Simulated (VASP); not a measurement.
# Ti in VASP: further runs, part 2 of 2

VASP 6.6.1. Earlier steps stand in the parts before.

## 5. Single point, PBE0

This run uses another cell than the first one, of 17.32 Å³/atom.

The input, POSCAR:

```
Ti
1.0
   -1.6300355737      1.6300355737      1.6300355737
    1.6300355737     -1.6300355737      1.6300355737
    1.6300355737      1.6300355737     -1.6300355737
Ti
1
Direct
    0.0000000000      0.0000000000      0.0000000000
```

The input, INCAR.step1:

```
SYSTEM = Ti
  ALGO = Normal
  EDIFF = 1E-5
  ENCUT = 520
  GGA = PE
  ISIF = 2
  ISMEAR = -1
  LASPH = .TRUE.
  LCHARG = .FALSE.
  LREAL = .FALSE.
  LWAVE = .TRUE.
  NBANDS = 12
  NELM = 100
  PREC = Accurate
  SIGMA = 0.05
```

The input, INCAR.step2:

```
SYSTEM = Ti
  AEXX = 0.25
  ALGO = Normal
  EDIFF = 1E-7
  ENCUT = 520
  GGA = PE
  ISIF = 2
  ISMEAR = -1
  ISTART = 1
  LASPH = .TRUE.
  LCHARG = .FALSE.
  LHFCALC = .TRUE.
  LREAL = .FALSE.
  LWAVE = .FALSE.
  NBANDS = 12
  NELM = 100
  PREC = Accurate
  PRECFOCK = Normal
  SIGMA = 0.05
```

The input, KPOINTS:

```
k-points
0
G
  6 6 6
  0 0 0
```

Potentials or basis: VASP PAW PBE potentials, release 64 (Ti_sv).

On the command line:

```console
> cat potpaw_PBE.64/Ti_sv/POTCAR > POTCAR
> cp INCAR.step1 INCAR
> mpirun -np 1 vasp_std > vasp.out
> cp INCAR.step2 INCAR
> mpirun -np 1 vasp_std > vasp.out
```

OUTCAR:

```text
SYSTEM = Ti
   AEXX = 0.25
   EDIFF = 1E-7
   ENCUT = 520
   GGA = PE
   ISIF = 2
   ISMEAR = -1
   ISTART = 1
   LASPH = .TRUE.
   LHFCALC = .TRUE.
   LREAL = .FALSE.
   NELM = 100
   PREC = Accurate
   PRECFOCK = Normal

 ion  position               nearest neighbor table
   1  0.000  0.000  0.000-

  LATTYP: Found a body centered cubic cell.
 ALAT       =     3.2600711474

  Lattice vectors:

 A1 = (  -1.6300355737,   1.6300355737,   1.6300355737)
 A2 = (   1.6300355737,  -1.6300355737,   1.6300355737)
 A3 = (   1.6300355737,   1.6300355737,  -1.6300355737)

Analysis of symmetry for initial positions (statically):
=====================================================================
 Subroutine PRICEL returns:
 Original cell was already a primitive cell.

 Routine SETGRP: Setting up the symmetry group for a
 body centered cubic supercell.

 Subroutine GETGRP returns: Found 48 space group operations
 (whereof 48 operations were pure point group operations)
 out of a pool of 48 trial point group operations.

The static configuration has the point symmetry O_h .

Analysis of symmetry for dynamics (positions and initial velocities):
=====================================================================
 Subroutine PRICEL returns:
 Original cell was already a primitive cell.

 Routine SETGRP: Setting up the symmetry group for a
 body centered cubic supercell.

 Subroutine GETGRP returns: Found 48 space group operations
 (whereof 48 operations were pure point group operations)
 out of a pool of 48 trial point group operations.

The dynamic configuration has the point symmetry O_h .

 Subroutine INISYM returns: Found 48 space group operations
 (whereof 48 operations are pure point group operations),
 and found     1 'primitive' translations

----------------------------------------------------------------------------------------
[... 115 lines left out ...]
   HFSCREEN=    0.0000 screening length (either q_TF or 0.3 A-1)
   HFSCREENC=   0.0000 screening length for correlation (either q_TF or 0.3 A-1)
   ENCUTFOCK=  -1.0 apply spherical cutoff to Coloumb kernel
   IVDW    =     0    specifies the selected vdW correction
   LEPSILON=     F    determine dielectric tensor
   LRPA    =     F    only Hartree local field effects (RPA)
 non-spin polarized calculation
  energy-cutoff  :      520.00
  volume of cell :       17.32
 maximum number of plane-waves:       476
 NGX is ok and might be reduce to    24
  NGX = 16; NGY = 16; NGZ = 16

 number of electron      11.9999997 magnetization

 Free energy of the ion-electron system (eV)
  ---------------------------------------------------
  ext. energy  EPLUGINS =         0.00000000
  ---------------------------------------------------
  free energy    TOTEN  =       -10.25815414 eV

  energy without entropy =      -10.24291881  energy(sigma->0) =      -10.25053648

 E-fermi :   8.0744     XC(G=0):  -9.0923

 val. band max:        8.0617967374   @ k =   0.3333   0.1667   0.0000
 cond. band min:       8.6517276887   @ k =   0.3333   0.0000   0.0000
 fundamental gap:      0.5899309512
 Fermi energy:         8.0743650039

 k-point     1 :       0.0000    0.0000    0.0000
  band No.  band energies     occupation
      1     -53.9276      2.00000
      2     -28.0793      2.00000
      3     -28.0793      2.00000
      4     -28.0793      2.00000
      5       0.4495      2.00000
      6      10.1500      0.00000
      7      10.1500      0.00000
      8      10.1500      0.00000
      9      11.9423      0.00000
     10      11.9423      0.00000
     11      26.8815      0.00000
     12      26.8815      0.00000
[... 211 lines left out ...]
 k-point    16 :       0.5000    0.5000    0.5000
  band No.  band energies     occupation
      1     -53.6929      2.00000
      2     -28.5549      2.00000
      3     -28.5549      2.00000
      4     -28.5549      2.00000
      5       4.9522      2.00000
      6       4.9522      2.00000
      7      13.2871      0.00000
      8      13.2871      0.00000
      9      13.2871      0.00000
     10      17.4641      0.00000
     11      17.4641      0.00000
     12      17.4641      0.00000

------------------------ aborting loop because EDIFF is reached ----------------------------------------

  FORCE on cell =-STRESS in cart. coord.  units (eV):
  Direction    XX          YY          ZZ          XY          YZ          ZX
  --------------------------------------------------------------------------------------
  -------------------------------------------------------------------------------------
  Total       -0.0672999     -0.0672999     -0.0672999     -0.0000000     -0.0000000     -0.0000000
  in kB       -6.2240626     -6.2240626     -6.2240626     -0.0000000     -0.0000000     -0.0000000
  external PRESSURE =      -6.2240626 kB  Pullay stress =       0.0000000 kB

 VOLUME and BASIS-vectors are now :
 -----------------------------------------------------------------------------
  energy-cutoff  :      520.00
  volume of cell :       17.32
      direct lattice vectors                 reciprocal lattice vectors
    -1.630035574  1.630035574  1.630035574     0.000000000  0.306741772  0.306741772
     1.630035574 -1.630035574  1.630035574     0.306741772  0.000000000  0.306741772
     1.630035574  1.630035574 -1.630035574     0.306741772  0.306741772  0.000000000

 POSITION                                       TOTAL-FORCE (eV/Angst)
 -----------------------------------------------------------------------------------
      0.00000      0.00000      0.00000         0.000000     -0.000000      0.000000
 -----------------------------------------------------------------------------------
    total drift:                               -0.000000     -0.000000     -0.000000

  FREE ENERGIE OF THE ION-ELECTRON SYSTEM (eV)
  ---------------------------------------------------
  free  energy   TOTEN  =       -10.2581541441 eV

  energy  without entropy=      -10.2429188145  energy(sigma->0) =      -10.25053648
```

Wall time 24 min (1 thread of AMD EPYC 7R43 (Zen 3), shared host); peak memory 0.11 GiB.

Results:

| Quantity | Value |
| --- | --- |
| Free energy | -10.2582 eV |
| Pressure | -0.6 GPa |
| Band gap on the k mesh | zero (bands 6 and 7 overlap by 3.30 eV) |

Caveat: the k points lie up to 0.45 Å⁻¹ apart, too coarse for converged energies and pressures of a metal; the PAW data sets were made with another functional, which shifts forces and pressure a little.

## 6. Single point, PBE0

The input, POSCAR:

```
Ti
1.0
   -1.6410000000      1.6410000000      1.6410000000
    1.6410000000     -1.6410000000      1.6410000000
    1.6410000000      1.6410000000     -1.6410000000
Ti
1
Direct
    0.0000000000      0.0000000000      0.0000000000
```

The input, INCAR.step1:

```
SYSTEM = Ti
PREC = Accurate
ENCUT = 520
EDIFF = 1E-5
ISMEAR = -1
SIGMA = 0.05
LREAL = .False.
LASPH = .True.
NELM = 100
ALGO = Normal
ISIF = 2
LWAVE = .True.
LCHARG = .False.
NBANDS = 12
GGA = PE
```

The input, INCAR.step2:

```
SYSTEM = Ti
PREC = Accurate
ENCUT = 520
EDIFF = 1E-6
ISMEAR = -1
SIGMA = 0.05
LREAL = .False.
LASPH = .True.
NELM = 100
ALGO = Normal
ISIF = 2
LWAVE = .False.
LCHARG = .False.
GGA = PE
LHFCALC = .True.
AEXX = 0.25
PRECFOCK = Normal
NBANDS = 12
ISTART = 1
```

The input, KPOINTS:

```
regular mesh
0
Gamma
  6 6 6
  0 0 0
```

Potentials or basis: VASP PAW PBE potentials, release 64 (Ti_sv).

On the command line:

```console
> cat potpaw_PBE.64/Ti_sv/POTCAR > POTCAR
> cp INCAR.step1 INCAR
> mpirun -np 1 vasp_std > vasp.out
> cp INCAR.step2 INCAR
> mpirun -np 1 vasp_std > vasp.out
```

OUTCAR:

```text
SYSTEM = Ti
   PREC = Accurate
   ENCUT = 520
   EDIFF = 1E-6
   ISMEAR = -1
   LREAL = .False.
   LASPH = .True.
   NELM = 100
   ISIF = 2
   GGA = PE
   LHFCALC = .True.
   AEXX = 0.25
   PRECFOCK = Normal
   ISTART = 1

 ion  position               nearest neighbor table
   1  0.000  0.000  0.000-

  LATTYP: Found a body centered cubic cell.
 ALAT       =     3.2820000000

  Lattice vectors:

 A1 = (  -1.6410000000,   1.6410000000,   1.6410000000)
 A2 = (   1.6410000000,  -1.6410000000,   1.6410000000)
 A3 = (   1.6410000000,   1.6410000000,  -1.6410000000)

Analysis of symmetry for initial positions (statically):
=====================================================================
 Subroutine PRICEL returns:
 Original cell was already a primitive cell.

 Routine SETGRP: Setting up the symmetry group for a
 body centered cubic supercell.

 Subroutine GETGRP returns: Found 48 space group operations
 (whereof 48 operations were pure point group operations)
 out of a pool of 48 trial point group operations.

The static configuration has the point symmetry O_h .

Analysis of symmetry for dynamics (positions and initial velocities):
=====================================================================
 Subroutine PRICEL returns:
 Original cell was already a primitive cell.

 Routine SETGRP: Setting up the symmetry group for a
 body centered cubic supercell.

 Subroutine GETGRP returns: Found 48 space group operations
 (whereof 48 operations were pure point group operations)
 out of a pool of 48 trial point group operations.

The dynamic configuration has the point symmetry O_h .

 Subroutine INISYM returns: Found 48 space group operations
 (whereof 48 operations are pure point group operations),
 and found     1 'primitive' translations

----------------------------------------------------------------------------------------
[... 115 lines left out ...]
   HFSCREEN=    0.0000 screening length (either q_TF or 0.3 A-1)
   HFSCREENC=   0.0000 screening length for correlation (either q_TF or 0.3 A-1)
   ENCUTFOCK=  -1.0 apply spherical cutoff to Coloumb kernel
   IVDW    =     0    specifies the selected vdW correction
   LEPSILON=     F    determine dielectric tensor
   LRPA    =     F    only Hartree local field effects (RPA)
 non-spin polarized calculation
  energy-cutoff  :      520.00
  volume of cell :       17.68
 maximum number of plane-waves:       490
 NGX is ok and might be reduce to    24
  NGX = 16; NGY = 16; NGZ = 16

 number of electron      12.0000001 magnetization

 Free energy of the ion-electron system (eV)
  ---------------------------------------------------
  ext. energy  EPLUGINS =         0.00000000
  ---------------------------------------------------
  free energy    TOTEN  =       -10.25427456 eV

  energy without entropy =      -10.23903726  energy(sigma->0) =      -10.24665591

 E-fermi :   7.8644     XC(G=0):  -9.0200

 val. band max:        7.8518654229   @ k =   0.3333   0.1667   0.0000
 cond. band min:       8.4574675631   @ k =   0.3333   0.0000   0.0000
 fundamental gap:      0.6056021402
 Fermi energy:         7.8644358880

 k-point     1 :       0.0000    0.0000    0.0000
  band No.  band energies     occupation
      1     -54.1848      2.00000
      2     -28.3599      2.00000
      3     -28.3599      2.00000
      4     -28.3599      2.00000
      5       0.2960      2.00000
      6       9.9182      0.00000
      7       9.9182      0.00000
      8       9.9182      0.00000
      9      11.6620      0.00000
     10      11.6620      0.00000
     11      26.5223      0.00000
     12      26.5223      0.00000
[... 211 lines left out ...]
 k-point    16 :       0.5000    0.5000    0.5000
  band No.  band energies     occupation
      1     -53.9678      2.00000
      2     -28.8065      2.00000
      3     -28.8065      2.00000
      4     -28.8065      2.00000
      5       4.8204      2.00000
      6       4.8204      2.00000
      7      12.9700      0.00000
      8      12.9700      0.00000
      9      12.9700      0.00000
     10      17.0851      0.00000
     11      17.0851      0.00000
     12      17.0851      0.00000

------------------------ aborting loop because EDIFF is reached ----------------------------------------

  FORCE on cell =-STRESS in cart. coord.  units (eV):
  Direction    XX          YY          ZZ          XY          YZ          ZX
  --------------------------------------------------------------------------------------
  -------------------------------------------------------------------------------------
  Total       -0.3435958     -0.3435958     -0.3435958     -0.0000000     -0.0000000      0.0000000
  in kB      -31.1438773    -31.1438773    -31.1438773     -0.0000000     -0.0000000      0.0000000
  external PRESSURE =     -31.1438773 kB  Pullay stress =       0.0000000 kB

 VOLUME and BASIS-vectors are now :
 -----------------------------------------------------------------------------
  energy-cutoff  :      520.00
  volume of cell :       17.68
      direct lattice vectors                 reciprocal lattice vectors
    -1.641000000  1.641000000  1.641000000     0.000000000  0.304692261  0.304692261
     1.641000000 -1.641000000  1.641000000     0.304692261  0.000000000  0.304692261
     1.641000000  1.641000000 -1.641000000     0.304692261  0.304692261  0.000000000

 POSITION                                       TOTAL-FORCE (eV/Angst)
 -----------------------------------------------------------------------------------
      0.00000      0.00000      0.00000        -0.000000      0.000000      0.000000
 -----------------------------------------------------------------------------------
    total drift:                                0.000000      0.000000      0.000000

  FREE ENERGIE OF THE ION-ELECTRON SYSTEM (eV)
  ---------------------------------------------------
  free  energy   TOTEN  =       -10.2542745615 eV

  energy  without entropy=      -10.2390372615  energy(sigma->0) =      -10.24665591
```

OUTCAR.step1:

```text
SYSTEM = Ti
   PREC = Accurate
   ENCUT = 520
   EDIFF = 1E-5
   ISMEAR = -1
   LREAL = .False.
[... 447 lines left out ...]
 -----------------------------------------------------------------------------------
      0.00000      0.00000      0.00000         0.000000      0.000000     -0.000000
 -----------------------------------------------------------------------------------
    total drift:                               -0.000000      0.000000      0.000000

  FREE ENERGIE OF THE ION-ELECTRON SYSTEM (eV)
  ---------------------------------------------------
  free  energy   TOTEN  =        -7.7120647645 eV

  energy  without entropy=       -7.6886941882  energy(sigma->0) =       -7.70037948
```

OSZICAR.step1:

```text
N       E                     dE             d eps       ncg     rms          rms(c)
DAV:   1     0.897802149493E+02    0.89780E+02   -0.64890E+03   392   0.118E+03
DAV:   2    -0.412938580765E+01   -0.93910E+02   -0.91273E+02   396   0.310E+02
DAV:   3    -0.870479712022E+01   -0.45754E+01   -0.45105E+01   536   0.690E+01
DAV:   4    -0.880625418549E+01   -0.10146E+00   -0.10132E+00   444   0.850E+00
DAV:   5    -0.880739565837E+01   -0.11415E-02   -0.11414E-02   464   0.911E-01    0.815E+00
DAV:   6    -0.771078055704E+01    0.10966E+01   -0.24583E+00   404   0.224E+01    0.202E+00
DAV:   7    -0.770364392807E+01    0.71366E-02   -0.86216E-02   452   0.309E+00    0.123E+00
DAV:   8    -0.771192188237E+01   -0.82780E-02   -0.35368E-02   416   0.252E+00    0.194E-01
DAV:   9    -0.771210763463E+01   -0.18575E-03   -0.48795E-03   476   0.816E-01    0.858E-02
DAV:  10    -0.771208373534E+01    0.23899E-04   -0.36676E-04   440   0.235E-01    0.120E-02
DAV:  11    -0.771206423409E+01    0.19501E-04   -0.27102E-05   428   0.820E-02    0.682E-03
DAV:  12    -0.771206476447E+01   -0.53039E-06   -0.20964E-06   232   0.194E-02
   1 F= -.77120648E+01 E0= -.77003795E+01  d E =-.233706E-01
```

It took 12 min on 1 thread of AMD EPYC 7R43 (Zen 3), shared host; peak memory 0.11 GiB.

What came out:

- Free energy: -10.2543 eV
- Pressure: -3.1 GPa
- Band gap on the k mesh: zero (bands 6 and 7 overlap by 3.27 eV)

Levels at points of the mesh, in eV from the Fermi level:
| k point | band 4 | band 5 | band 6 | band 7 | band 8 | band 9 |
| --- | --- | --- | --- | --- | --- | --- |
| (0.00, 0.00, 0.00) | -36.22 | -7.57 | 2.05 | 2.05 | 2.05 | 3.80 |
| (0.50, 0.00, 0.00) | -36.23 | -3.34 | -0.48 | 1.05 | 3.77 | 4.03 |
| (0.50, 0.50, 0.50) | -36.67 | -3.04 | -3.04 | 5.11 | 5.11 | 5.11 |

Caveat: the k points lie up to 0.45 Å⁻¹ apart, too coarse for converged energies and pressures of a metal; the PAW data sets were made with another functional, which shifts forces and pressure a little.

## 7. Summary

```tsv
level	spin	fixed moment (μB)	cell	k mesh	cutoff (eV)	smearing	grid for exact exchange (PRECFOCK)	share of exact exchange	screening parameter	gap on the mesh (eV)	pressure (GPa)	moment (μB)
pbe exchange, pbesol correlation	non-collinear, zero start, SOC	-	a = 2.842 Å, angles 109.5°, 1 atom	8 × 8 × 8	500	fermi-dirac 0.05 eV	-	-	-	-	-2.8	0.00
pbesol exchange, pbe correlation	collinear	1.0	a = 2.899, b = 2.858, c = 2.769 Å, angles 110.0, 108.5, 109.8°, 1 atom	11 × 11 × 11	500	tetrahedron	-	-	-	-	-4.8	1.00
HSE06	off	-	a = 2.825 Å, angles 109.5°, 1 atom	6 × 6 × 6	520	fermi-dirac 0.05 eV	Normal	0.25	0.2079 1/Å	none	-0.5	-
PBE0	off	-	a = 2.823 Å, angles 109.5°, 1 atom	6 × 6 × 6	520	fermi-dirac 0.05 eV	Normal	0.25	-	none	-0.6	-
PBE0	off	-	a = 2.842 Å, angles 109.5°, 1 atom	6 × 6 × 6	520	fermi-dirac 0.05 eV	Normal	0.25	-	none	-3.1	-
```

Alike in all rows: task single point; potentials or basis VASP PAW PBE potentials, release 64 (Ti_sv).

Caveats: some runs use coarse meshes; the PAW data sets were made with another functional, which shifts forces and pressure a little; the cell stands under tension (at least some runs); the total moment is fixed, so each spin has its own Fermi level (at least some runs).

Absolute energies hang on the potentials; compare differences alone.
